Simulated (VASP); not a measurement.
Wanted: the native input for a VASP 6.6.1 run.

* Task: single point
* Functional: revPBE
* Potentials or basis: VASP PAW PBE potentials, release 64 (Zn, Re_sv_GW)
* Cutoff: 500 eV
* k mesh: 8 × 8 × 5
* Occupations: fermi-dirac, width 0.02 eV
* Spin: no spin polarisation
* Dipole correction: no
* Further INCAR settings: ALGO = Normal; EDIFF = 1e-06; NBANDS = 20

The structure of ZnRe lies in POSCAR:

```
ZnRe
1.0
    2.7590400000      0.0114900000     -0.0027400000
   -1.3695700000      2.3643500000     -0.0020500000
   -0.0044800000     -0.0064700000      4.5135400000
Zn Re
1 1
Direct
    0.0149814666      0.0129648693      0.0514043740
    0.3758500000      0.7058400000      0.5251400000
```

These files were run (other wordings do the same):

INCAR

```
SYSTEM = ZnRe
PREC     = Accurate       ! precision mode
ENCUT    = 500            ! plane-wave cutoff, eV
EDIFF    = 1E-6           ! SCF threshold, eV
ISMEAR   = -1             ! smearing method
SIGMA    = 0.02           ! smearing width, eV
LREAL    = .FALSE.        ! projectors in reciprocal space
LASPH    = .TRUE.         ! aspherical terms in the spheres
NELM     = 120            ! most SCF steps
ALGO     = Normal         ! electronic algorithm
ISIF     = 2              ! what is computed and relaxed
LWAVE    = .FALSE.        ! write WAVECAR
LCHARG   = .FALSE.        ! write CHGCAR
GGA      = RE             ! functional
NBANDS   = 20             ! bands
GGA_COMPAT= .FALSE.
```

KPOINTS

```
Automatic mesh
0
G
  8 8 5
  0 0 0
```

Potentials or basis: VASP PAW PBE potentials, release 64 (Zn, Re_sv_GW).

Launch:

```sh
$ cat potpaw_PBE.64/Zn/POTCAR potpaw_PBE.64/Re_sv_GW/POTCAR > POTCAR
$ mpirun -np 1 vasp_std > vasp.out
```

It gave:

```json
{"Pressure": "1.1 GPa", "Largest force": "1.149 eV/Å", "Band gap on the k mesh": "zero (an odd number of electrons rules out a gap without spin polarisation)"}
```

Caveat: the PAW data sets were made with another functional, which shifts forces and pressure a little; spin-orbit coupling is left out, which moves the levels of the heavy elements.

It took 32 s on 1 thread of Intel(R) Xeon(R) 6975P-C (Granite Rapids) (shared host), peak memory 0.22 GiB.
